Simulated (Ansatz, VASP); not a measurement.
## Two plane-wave programs on GdN

```
CELL_PARAMETERS angstrom
0.00000 2.45426 2.45426
2.45426 0.00000 2.45426
2.45426 2.45426 0.00000
ATOMIC_POSITIONS crystal
Gd 0.50000 0.50000 0.50000
N 0.00000 0.00000 0.00000
```

Alike in both runs: task single point; functional PBE; k mesh 8 × 8 × 8; occupations gaussian, width 0.05 eV; collinear spin; Hubbard terms Gd f U = 6.0 eV.

```csv
,VASP,Ansatz
version,VASP 6.6.1,Ansatz 0.2.0
potentials or method,"VASP PAW PBE potentials, release 64 (Gd, N), cutoff 520 eV","scalar-relativistic, plane waves, PAW"
valence electrons in the cell,23,23
```

VASP gave:

```
gap on the k mesh at the Fermi level (eV)                     : none
pressure (GPa)                                                : 9.9
net moment per atom (μB)                                      : 3.50
size of the moment on the site where the two differ most (μB) : 6.87
```

Task: Estimate Ansatz's values.

Result: gap on the k mesh at the Fermi level (eV): none; pressure (GPa): 9.5; net moment per atom (μB): 3.50; size of the moment on the site where the two differ most (μB): 6.92.

Site moments also hang on the region over which each program counts them. The programs project onto different local orbitals, so the same U acts differently, and such runs can settle in different states. A gap of «none» marks a metal or a gap that the smearing closes. Ansatz's warnings: filled band counts differ across k points.

Neither program's run includes spin-orbit coupling.
